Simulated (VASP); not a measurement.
# SiC20 in VASP: further runs, part 2 of 3

VASP 6.6.1.

## 3. Single point, LDA

The input, INCAR:

```
SYSTEM = SiC20
  ALGO = Normal
  DIPOL = 0.5 0.5 0.320
  EDIFF = 1E-7
  ENCUT = 520
  GGA = CA
  IDIPOL = 3
  ISIF = 2
  ISMEAR = 0
  LASPH = .True.
  LCHARG = .False.
  LDIPOL = .True.
  LREAL = Auto
  LWAVE = .False.
  NBANDS = 58
  NELM = 60
  PREC = Accurate
  SIGMA = 0.1
```

The input, KPOINTS:

```
k-points
0
Gamma
  6 4 1
  0 0 0
```

The input, POSCAR:

```
SiC20
1.0
    4.8886397374      0.0000000000      0.0000000000
    0.0000000000      6.7320639185      0.0000000000
    0.0000000000      0.0000000000     19.8779297502
C Si
20 1
Direct
    0.1873445658      0.7499862731      0.2012281988
    0.6873445658      0.7499862731      0.2012281988
    0.3122616418      0.2500137269      0.2189744258
    0.8122616418      0.2500137269      0.2189744258
    0.0622461176      0.2500137269      0.2544882356
    0.5622461176      0.2500137269      0.2544882356
    0.1871631936      0.7499862731      0.2722344626
    0.6871631936      0.7499862731      0.2722344626
    0.4371476695      0.7499862731      0.3077482725
    0.9371476696      0.7499862731      0.3077482725
    0.0327331600      0.2593588811      0.3267972099
    0.5327331600      0.2593588811      0.3267972099
    0.2778387656      0.2880713332      0.3614247234
    0.7778387656      0.2880713332      0.3614247234
    0.4611295625      0.6809589459      0.3746072660
    0.9611295625      0.6809589459      0.3746072660
    0.2151187046      0.6005973959      0.3990088605
    0.7151187046      0.6005973959      0.3990088605
    0.2458331930      0.4038298762      0.4214689284
    0.7458331930      0.4038298762      0.4214689284
    0.3708331930      0.9038298762      0.4347344029
```

Potentials or basis: VASP PAW LDA potentials, release 64 (C, Si).

Command:

```console
cat potpaw_LDA.64/C/POTCAR potpaw_LDA.64/Si/POTCAR > POTCAR
mpirun -np 1 vasp_std > vasp.out
```

OUTCAR:

```text
SYSTEM = SiC20
   EDIFF = 1E-7
   ENCUT = 520
   GGA = CA
   ISIF = 2
   ISMEAR = 0
   LASPH = .True.
   LREAL = Auto
   NELM = 60
   PREC = Accurate

 ion  position               nearest neighbor table
   1  0.187  0.750  0.201-   7 1.41
   2  0.687  0.750  0.201-   8 1.41
   3  0.312  0.250  0.219-   6 1.41   5 1.41
   4  0.812  0.250  0.219-   5 1.41   6 1.41
   5  0.062  0.250  0.254-   4 1.41   3 1.41  11 1.45
   6  0.562  0.250  0.254-   3 1.41   4 1.41  12 1.45
   7  0.187  0.750  0.272-   9 1.41   1 1.41  10 1.41
   8  0.687  0.750  0.272-  10 1.41   2 1.41   9 1.41
   9  0.437  0.750  0.308-   7 1.41   8 1.41  15 1.41
  10  0.937  0.750  0.308-   8 1.41   7 1.41  16 1.41
  11  0.033  0.259  0.327-  13 1.40  14 1.44   5 1.45
  12  0.533  0.259  0.327-  14 1.40  13 1.44   6 1.45
  13  0.278  0.288  0.361-  11 1.40  19 1.43  12 1.44
  14  0.778  0.288  0.361-  12 1.40  20 1.43  11 1.44
  15  0.461  0.681  0.375-  17 1.41   9 1.41  18 1.44  21 1.97
  16  0.961  0.681  0.375-  18 1.41  10 1.41  17 1.44
  17  0.215  0.601  0.399-  15 1.41  19 1.41  16 1.44  21 2.29
  18  0.715  0.601  0.399-  16 1.41  20 1.41  15 1.44
  19  0.246  0.404  0.421-  17 1.41  13 1.43
  20  0.746  0.404  0.421-  18 1.41  14 1.43
  21  0.371  0.904  0.435-  15 1.97  17 2.29

  LATTYP: Found a simple orthorhombic cell.
 ALAT       =     4.8886397374
 B/A-ratio  =     1.3770832543
 C/A-ratio  =     4.0661473985

  Lattice vectors:

 A1 = (   4.8886397374,   0.0000000000,   0.0000000000)
 A2 = (   0.0000000000,   6.7320639185,   0.0000000000)
 A3 = (   0.0000000000,   0.0000000000,  19.8779297502)

Analysis of symmetry for initial positions (statically):
=====================================================================
 Subroutine PRICEL returns:
 Original cell was already a primitive cell.

 Routine SETGRP: Setting up the symmetry group for a
 simple orthorhombic supercell.

 Subroutine GETGRP returns: Found  1 space group operations
 (whereof  1 operations were pure point group operations)
 out of a pool of  8 trial point group operations.

The static configuration has the point symmetry C_1 .

Analysis of symmetry for dynamics (positions and initial velocities):
=====================================================================
 Subroutine PRICEL returns:
 Original cell was already a primitive cell.

 Routine SETGRP: Setting up the symmetry group for a
 simple orthorhombic supercell.

 Subroutine GETGRP returns: Found  1 space group operations
 (whereof  1 operations were pure point group operations)
 out of a pool of  8 trial point group operations.

The dynamic configuration has the point symmetry C_1 .

 Subroutine INISYM returns: Found  1 space group operations
 (whereof  1 operations are pure point group operations),
 and found     1 'primitive' translations

----------------------------------------------------------------------------------------

                                     Primitive cell

  volume of cell :     654.1953

  direct lattice vectors                    reciprocal lattice vectors
     4.888639737  0.000000000  0.000000000     0.204555879  0.000000000  0.000000000
     0.000000000  6.732063918  0.000000000     0.000000000  0.148542856  0.000000000
     0.000000000  0.000000000 19.877929750     0.000000000  0.000000000  0.050307050

  length of vectors
     4.888639737  6.732063918 19.877929750     0.204555879  0.148542856  0.050307050

[... 94 lines left out ...]
   ions per type =              20   1
   NGX,Y,Z   is equivalent  to a cutoff of  12.24, 12.35, 12.55 a.u.
   NGXF,Y,Z  is equivalent  to a cutoff of  24.48, 24.69, 25.09 a.u.
 SYSTEM =  SiC20
   PREC   = accura    normal or accurate (medium, high low for compatibility)
   ISTART =      0    job   : 0-new  1-cont  2-samecut
   ICHARG =      2    charge: 1-file 2-atom 10-const
   ISPIN  =      1    spin polarized calculation?
   LNONCOLLINEAR =      F non collinear calculations
   LSORBIT =      F    spin-orbit coupling
   LASPH  =      T    aspherical Exc in radial PAW
   ENCUT  =  520.0 eV  38.22 Ry    6.18 a.u.   9.09 12.52 36.96*2*pi/ulx,y,z
   NELM   =     60;   NELMIN=  2; NELMDL= -5     # of ELM steps
   EDIFF  = 0.1E-06   stopping-criterion for ELM
   LREAL  =      T    real-space projection
   EDIFFG = 0.1E-05   stopping-criterion for IOM
   NSW    =      0    number of steps for IOM
   IBRION =     -1    ionic relax: 0-MD 1-quasi-New 2-CG
   NFREE  =      0    steps in history (QN), initial steepest desc. (CG)
   ISIF   =      2    stress and relaxation
   ISYM   =      2    0-nonsym 1-usesym 2-fastsym
   POTIM  = 0.5000    time-step for ionic-motion
   TEBEG  =    0.0;   TEEND  =   0.0 temperature during run
   PSTRESS=    0.0 pullay stress
   NELECT =      84.0000    total number of electrons
   NUPDOWN=      -1.0000    fix difference up-down
   EMIN   =  10.00;   EMAX   =-10.00  energy-range for DOS
   EFERMI =   0.00;   METHOD = LEGACY
   ISMEAR =     0;   SIGMA  =   0.10  broadening in eV -4-tet -1-fermi 0-gaus
   EFERMI_NEDOS =   21; number of points for ismear=-14 and -15
   IALGO  =     38    algorithm
   IMIX   =      4    mixing-type and parameters
     AMIX     =   0.40;   BMIX     =  1.00
     AMIX_MAG =   1.60;   BMIX_MAG =  1.00
  volume/ion in A,a.u.               =      31.15       210.23
  Fermi-wavevector in a.u.,A,eV,Ry     =   0.825909  1.560741  9.280880  0.682125
  Thomas-Fermi vector in A             =   1.937849
   LORBIT       =      0    0 simple, 1 ext, 2 COOP (PROOUT), +10 PAW based schemes
   GGA     = CA    functional components
   LHFCALC =     F    Hartree Fock is set to
   AEXX    =    0.0000 exact exchange contribution
   IVDW    =     0    specifies the selected vdW correction
   LEPSILON=     F    determine dielectric tensor
   LRPA    =     F    only Hartree local field effects (RPA)
 non-spin polarized calculation
 Gauss-broadening in eV      SIGMA  =   0.10
  energy-cutoff  :      520.00
  volume of cell :      654.20
 maximum number of plane-waves:     17652
   NGX = 19   NGY = 25   NGZ = 73

 dipolmoment           0.000000      0.000000      0.083167 electrons x Angstroem

 number of electron      83.9999998 magnetization

 dipolmoment           0.000000      0.000000     -0.475641 electrons x Angstroem

 Free energy of the ion-electron system (eV)
  ---------------------------------------------------
  ext. energy  EPLUGINS =         0.00000000
  ---------------------------------------------------
  free energy    TOTEN  =      -178.59522674 eV

  energy without entropy =     -178.53378319  energy(sigma->0) =     -178.56450497

 E-fermi :  -3.0758     XC(G=0):  -4.0078

 val. band max:       -3.0816526130   @ k =   0.5000   0.2500   0.0000
 cond. band min:      -3.0457457699   @ k =   0.1667   0.0000   0.0000
 fundamental gap:      0.0359068431
 Fermi energy:        -3.0757652171

 k-point     1 :       0.0000    0.0000    0.0000
  band No.  band energies     occupation
      1     -22.8675      2.00000
      2     -21.4430      2.00000
      3     -20.2740      2.00000
      4     -19.0277      2.00000
      5     -18.7300      2.00000
      6     -18.2465      2.00000
[... 787 lines left out ...]
     53       0.6272      0.00000
     54       1.3302      0.00000
 [bands above 54 left out]

------------------------ aborting loop because EDIFF is reached ----------------------------------------

 vacuum level on the upper side and lower side of the slab       (xc-potential included)        -1.301         1.239

  FORCE on cell =-STRESS in cart. coord.  units (eV):
  Direction    XX          YY          ZZ          XY          YZ          ZX
  --------------------------------------------------------------------------------------
  -------------------------------------------------------------------------------------
  Total       -9.0102812      1.9642213     -2.5459682      7.4605010     -1.0584413      2.5818055
  in kB      -22.0669095      4.8105371     -6.2352826     18.2713719     -2.5922087      6.3230510
  external PRESSURE =      -7.8305517 kB  Pullay stress =       0.0000000 kB

 VOLUME and BASIS-vectors are now :
 -----------------------------------------------------------------------------
  energy-cutoff  :      520.00
  volume of cell :      654.20
      direct lattice vectors                 reciprocal lattice vectors
     4.888639737  0.000000000  0.000000000     0.204555879  0.000000000  0.000000000
     0.000000000  6.732063918  0.000000000     0.000000000  0.148542856  0.000000000
     0.000000000  0.000000000 19.877929750     0.000000000  0.000000000  0.050307050

 POSITION                                       TOTAL-FORCE (eV/Angst)
 -----------------------------------------------------------------------------------
      0.91586      5.04896      4.00000         0.175386     -0.042643      1.468818
      3.36018      5.04896      4.00000         0.018783     -0.137680      1.211876
      1.52653      1.68311      4.35276        -0.141096      0.027559      2.088094
      3.97085      1.68311      4.35276        -0.184743     -0.039778      2.122731
      0.30430      1.68311      5.05870        -1.115752     -0.350902     -2.217052
      2.74862      1.68311      5.05870        -1.063689     -0.365297     -2.254139
[... 13 lines left out ...]
      3.64611      2.71861      8.37793        -0.160473      0.030204     -0.094733
      1.81287      6.08464      8.64162        -0.138806     -0.125216      0.002843
 -----------------------------------------------------------------------------------
    total drift:                               -0.024730      0.003737      0.048811

  FREE ENERGIE OF THE ION-ELECTRON SYSTEM (eV)
  ---------------------------------------------------
  free  energy   TOTEN  =      -178.5952267412 eV

  energy  without entropy=     -178.5337831909  energy(sigma->0) =     -178.56450497

 vacuum level on the upper side and lower side of the slab         1.921         4.540
```

Wall time 18 min (1 thread of Intel Xeon 6975P-C, shared host); peak memory 0.64 GiB.

Results:

```
Free energy            : -178.5952 eV
Largest force          : 2.519 eV/Å
Band gap on the k mesh : zero (band 42 reaches -3.03 eV, above the bottom of band 43 at -3.38 eV)
```

Forces in eV/Å, atoms in the order of the input:
```
C    0.175 -0.043  1.469
C    0.019 -0.138  1.212
C   -0.141  0.028  2.088
C   -0.185 -0.040  2.123
C   -1.116 -0.351 -2.217
C   -1.064 -0.365 -2.254
C    0.046  1.039 -2.263
C    0.146  1.304 -1.860
C    1.003 -0.469 -0.527
C    0.909 -0.555  0.518
C   -0.263  0.118  0.144
C    0.149  0.031  0.194
C   -0.045 -0.750  0.106
C    0.186 -0.460 -0.181
C    0.536  0.113 -0.773
C   -0.136  0.385 -0.338
C   -0.744  0.619  1.714
C    0.517  0.058  0.986
C    0.305 -0.430 -0.048
C   -0.160  0.030 -0.095
Si  -0.139 -0.125  0.003
```

(Part 2 of 3 ends here.)
